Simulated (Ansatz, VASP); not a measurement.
**Ca3H2Pt: VASP beside Ansatz**

```
Ca H Pt
1.0
     3.41115    0.00000    0.00000
     0.00000    3.41115    0.00000
     0.00000    0.00000   10.68090
Ca H Pt
3 2 1
Direct
  0.50000 0.50000 0.15721
  0.50000 0.50000 0.50000
  0.50000 0.50000 0.84279
  0.00000 0.00000 0.38984
  0.00000 0.00000 0.61016
  0.00000 0.00000 0.00000
```

Change from the starting cell: species swapped into the Al3Ni2Pt type (P4/mmm, No. 123).

Alike in both runs: functional PBE; k mesh 6 × 6 × 2; occupations gaussian, width 0.1 eV; no spin polarisation.

Ansatz relaxed the structure, and its values are those at the end. VASP's run is a single point on that final structure, the one shown.

```csv
,VASP,Ansatz
version,VASP 6.6.1,Ansatz 0.2.0
potentials or method,"VASP PAW PBE potentials, release 64 (Ca_sv, H, Pt), cutoff 520 eV","scalar-relativistic, plane waves, PAW"
valence electrons in the cell,42,50
```

```tsv
	VASP	Ansatz	Ansatz less VASP
gap on the k mesh at the Fermi level (eV)	none	none	-
pressure (GPa)	0.3	0.2	-0.05
rms of the force components (eV/Å)	0.006	0.004	-0.0019
```

A gap of «none» marks a metal or a gap that the smearing closes. VASP's potentials hold 42 valence electrons a cell and Ansatz's 50, so a difference there can come from the potentials and not from the codes.

Neither program's run includes spin-orbit coupling.
